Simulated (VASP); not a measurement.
GaN:

```xyz
2
Lattice="0.0000 2.2535 2.2535 2.2535 0.0000 2.2535 2.2535 2.2535 0.0000" Properties=species:S:1:pos:R:3 pbc="T T T"
Ga    0.0000    0.0000    0.0000
N     3.3803    3.3803    3.3803
```

Base run:

| Item | Value |
| --- | --- |
| Program | VASP 6.6.1 |
| Functional | r2SCAN |
| Potentials or basis | VASP PAW PBE potentials, release 64 (Ga_d, N_h) |
| Cutoff | 1460 eV |
| k mesh | 8 × 8 × 8 |
| Occupations | gaussian, width 0.01 eV |
| Spin | no spin polarisation |

Its results: band gap on the k mesh 2.12 eV; pressure -0.1 GPa.

Question: The run is repeated on the same cell with these changes: functional from r2SCAN to LDA; potentials or basis from VASP PAW PBE potentials, release 64 (Ga_d, N_h) to VASP PAW LDA potentials, release 64 (Ga_d, N_h); cutoff from 1460 eV to 1330 eV. What comes out?

Answer: Band gap on the k mesh 1.75 eV; pressure -5.6 GPa.

Caveats: the PAW data sets were made with another functional, which shifts forces and pressure a little (at least some runs); the cell stands under tension (at least some runs).

